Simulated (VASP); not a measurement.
Wanted: the native input for a VASP 6.6.1 run.

```
Task                   : single point
Functional             : PBEsol
Potentials or basis    : VASP PAW PBE potentials, release 64 (Ba_sv, Te)
Cutoff                 : 520 eV
k mesh                 : 6 × 6 × 6
Occupations            : gaussian, width 0.02 eV
Spin                   : no spin polarisation
Dipole correction      : no
Further INCAR settings : ALGO = Normal; EDIFF = 1e-07; NBANDS = 15
```

The structure of BaTe lies in POSCAR:

```
BaTe
1.0
    4.3404265031      0.0000000000      0.0000000000
    0.0000000000      4.3404265031      0.0000000000
    0.0000000000      0.0000000000      4.3404265031
Ba Te
1 1
Direct
    0.0000000000      0.0000000000      0.0000000000
    0.5000000000      0.5000000000      0.5000000000
```

This cell differs from its parent crystal: strained.

One way to write it, as run:

INCAR

```
ALGO = Normal
EDIFF = 1E-7
ENCUT = 520
GGA = PS
ISIF = 2
ISMEAR = 0
LASPH = True
LCHARG = False
LREAL = False
LWAVE = False
NBANDS = 15
NELM = 60
PREC = Accurate
SIGMA = 0.02
```

KPOINTS

```
k-points
0
Gamma
  6 6 6
```

Potentials or basis: VASP PAW PBE potentials, release 64 (Ba_sv, Te).

Command:

```sh
$ cat potpaw_PBE.64/Ba_sv/POTCAR potpaw_PBE.64/Te/POTCAR > POTCAR
$ mpirun -np 1 vasp_std > vasp.out
```

Results of the run:

| Property | Result |
| --- | --- |
| Pressure | -3.1 GPa |
| Band gap on the k mesh | 0.83 eV, indirect (least direct gap 0.93 eV) |

Caveat: the cell differs from its parent crystal (strained); the PAW data sets were made with another functional, which shifts forces and pressure a little; spin-orbit coupling is left out, which moves the levels of the heavy elements.

Wall time 17 s on 1 thread of Intel Xeon 6975P-C, with other jobs on the host, peak memory 0.19 GiB.
